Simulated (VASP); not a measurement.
Wanted: the native input for a VASP 6.6.1 run.

| Item | Value |
| --- | --- |
| Task | single point |
| Functional | PBE |
| Potentials or basis | VASP PAW PBE potentials, release 64 (Zr_sv) |
| Cutoff | 400 eV |
| k mesh | 14 × 14 × 14 |
| Occupations | fermi-dirac, width 0.1 eV |
| Spin | no spin polarisation |
| Dipole correction | no |
| k mesh for the DOS | 21 × 21 × 21 |
| Occupations for the DOS | tetrahedron |
| Further INCAR settings | ALGO = Normal; EDIFF = 1e-06 |

Zr:

```
Zr
1.0
    -2.77669    2.77669    1.53077
     2.77669   -2.77669    1.53077
     2.77669    2.77669   -1.53077
Zr
2
Cartesian
  0.0000 -1.3883 -0.3827
  0.0000 1.3883 0.3827
```

These files were run (other wordings do the same):

POSCAR

```
Zr
1.0
   -2.7766937677      2.7766937677      1.5307664661
    2.7766937677     -2.7766937677      1.5307664661
    2.7766937677      2.7766937677     -1.5307664661
Zr
2
Direct
   -0.3750000000     -0.1250000000     -0.2500000000
    0.3750000000      0.1250000000      0.2500000000
```

INCAR.step1

```
SYSTEM = Zr
ALGO = Normal ; EDIFF = 1E-6
ENCUT = 400 ; GGA = PE
GGA_COMPAT = .False. ; ISIF = 2
ISMEAR = -1 ; LASPH = .True.
LCHARG = .True. ; LMAXMIX = 4
LORBIT = 11 ; LREAL = .False.
LWAVE = .False. ; NBANDS = 19
NEDOS = 2001 ; NELM = 120
PREC = Accurate ; SIGMA = 0.1
```

KPOINTS.step1

```
k-points
0
Gamma
  14 14 14
  0 0 0
```

INCAR.step2

```
SYSTEM = Zr
ALGO = Normal ; EDIFF = 1E-6
ENCUT = 400 ; GGA = PE
GGA_COMPAT = .False. ; ICHARG = 11
ISIF = 2 ; ISMEAR = -5
LASPH = .True. ; LCHARG = .False.
LMAXMIX = 4 ; LORBIT = 11
LREAL = .False. ; LWAVE = .False.
NEDOS = 1001 ; NELM = 120
PREC = Accurate ; SIGMA = 0.1
```

KPOINTS.step2

```
k-points
0
Gamma
  21 21 21
  0 0 0
```

Potentials or basis: VASP PAW PBE potentials, release 64 (Zr_sv).

Run with:

```bash
$ cat potpaw_PBE.64/Zr_sv/POTCAR > POTCAR
$ cp INCAR.step1 INCAR
$ cp KPOINTS.step1 KPOINTS
$ mpirun -np 1 vasp_std > vasp.out
$ cp INCAR.step2 INCAR
$ cp KPOINTS.step2 KPOINTS
$ mpirun -np 1 vasp_std > vasp.out
```

Results of the run:

- Valence electrons inside the program's atomic spheres: Zr 9.93

Wall time 2.5 min on 1 thread of Intel(R) Xeon(R) 6975P-C (Granite Rapids) (shared host), peak memory 0.45 GiB.
